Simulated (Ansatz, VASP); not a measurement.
Ge2Cl: VASP beside Ansatz

```xyz
3
Lattice="0.0000 3.3087 3.3087 3.3087 0.0000 3.3087 3.3087 3.3087 0.0000" Properties=species:S:1:pos:R:3 pbc="T T T"
Ge    1.6543    1.6543    1.6543
Ge    4.9630    4.9630    4.9630
Cl    0.0000    0.0000    0.0000
```

Alike in both runs: functional PBE; k mesh 6 × 6 × 6; occupations gaussian, width 0.1 eV; no spin polarisation.

Ansatz relaxed the structure, and its values are those at the end. VASP's run is a single point on that final structure, the one shown.

|  | VASP | Ansatz |
| --- | --- | --- |
| version | VASP 6.6.1 | Ansatz 0.2.0 |
| potentials or method | VASP PAW PBE potentials, release 64 (Ge_d, Cl), cutoff 520 eV | scalar-relativistic, plane waves, PAW |
| valence electrons in the cell | 35 | 35 |

|  | VASP | Ansatz | Ansatz less VASP |
| --- | --- | --- | --- |
| gap on the k mesh at the Fermi level (eV) | none | none | - |
| pressure (GPa) | 0.1 | 0.0 | -0.05 |

A gap of «none» marks a metal or a gap that the smearing closes. The functional is the same, so the differences come from potentials, cutoffs and numerics.
